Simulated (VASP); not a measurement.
Set up this calculation in VASP 6.6.1, as the native input.

```
Task                   : single point
Functional             : r2SCAN
Potentials or basis    : VASP PAW PBE potentials, release 64 (Zn, S)
Cutoff                 : 520 eV
k mesh                 : 8 × 8 × 8
Occupations            : gaussian, width 0.02 eV
Spin                   : no spin polarisation
Dipole correction      : no
Further INCAR settings : ALGO = Normal; EDIFF = 1e-06; NBANDS = 16
```

The system is ZnS.

```
CELL_PARAMETERS angstrom
0.00000 2.69453 2.69453
2.69453 0.00000 2.69453
2.69453 2.69453 0.00000
ATOMIC_POSITIONS crystal
Zn 0.25000 0.25000 0.25000
S 0.00000 0.00000 0.00000
```

The input as run:

POSCAR

```
ZnS
1.0
    0.0000000000      2.6945314216      2.6945314216
    2.6945314216      0.0000000000      2.6945314216
    2.6945314216      2.6945314216      0.0000000000
Zn S
1 1
Direct
    0.2500000000      0.2500000000      0.2500000000
    0.0000000000      0.0000000000      0.0000000000
```

INCAR.step1

```
SYSTEM = ZnS
ALGO     = Normal         ! electronic algorithm
EDIFF    = 1E-4           ! SCF threshold, eV
ENCUT    = 520            ! plane-wave cutoff, eV
GGA      = PE             ! functional
ISMEAR   = 0              ! smearing method
LASPH    = .TRUE.         ! aspherical terms in the spheres
LCHARG   = .FALSE.        ! write CHGCAR
LREAL    = .FALSE.        ! projectors in reciprocal space
LWAVE    = .TRUE.         ! write WAVECAR
NBANDS   = 16             ! bands
NELM     = 60             ! most SCF steps
PREC     = Accurate       ! precision mode
SIGMA    = 0.02           ! smearing width, eV
```

INCAR.step2

```
SYSTEM = ZnS
ALGO     = Normal         ! electronic algorithm
EDIFF    = 1E-6           ! SCF threshold, eV
ENCUT    = 520            ! plane-wave cutoff, eV
ISIF     = 2              ! what is computed and relaxed
ISMEAR   = 0              ! smearing method
ISTART   = 1            
LASPH    = .TRUE.         ! aspherical terms in the spheres
LCHARG   = .TRUE.         ! write CHGCAR
LELF     = .TRUE.         ! ELF
LMIXTAU  = .TRUE.       
LREAL    = .FALSE.        ! projectors in reciprocal space
LVHAR    = .TRUE.       
LWAVE    = .FALSE.        ! write WAVECAR
METAGGA  = R2SCAN         ! meta-GGA
NBANDS   = 16             ! bands
NELM     = 60             ! most SCF steps
PREC     = Accurate       ! precision mode
SIGMA    = 0.02           ! smearing width, eV
```

KPOINTS

```
k-points
0
G
  8 8 8
  0 0 0
```

Potentials or basis: VASP PAW PBE potentials, release 64 (Zn, S).

The run is started by

```sh
$ cat potpaw_PBE.64/Zn/POTCAR potpaw_PBE.64/S/POTCAR > POTCAR
$ cp INCAR.step1 INCAR
$ mpirun -np 1 vasp_std > vasp.out
$ cp INCAR.step2 INCAR
$ mpirun -np 1 vasp_std > vasp.out
```

Results of the run:

```yaml
Pressure: 0.0 GPa
Band_gap_on_the_k_mesh: 2.71 eV, direct
```

Caveat: the PAW data sets were made with another functional, which shifts forces and pressure a little.

Wall time 32 s on 1 thread of Intel(R) Xeon(R) 6975P-C (Granite Rapids), with other jobs on the host, peak memory 0.17 GiB.
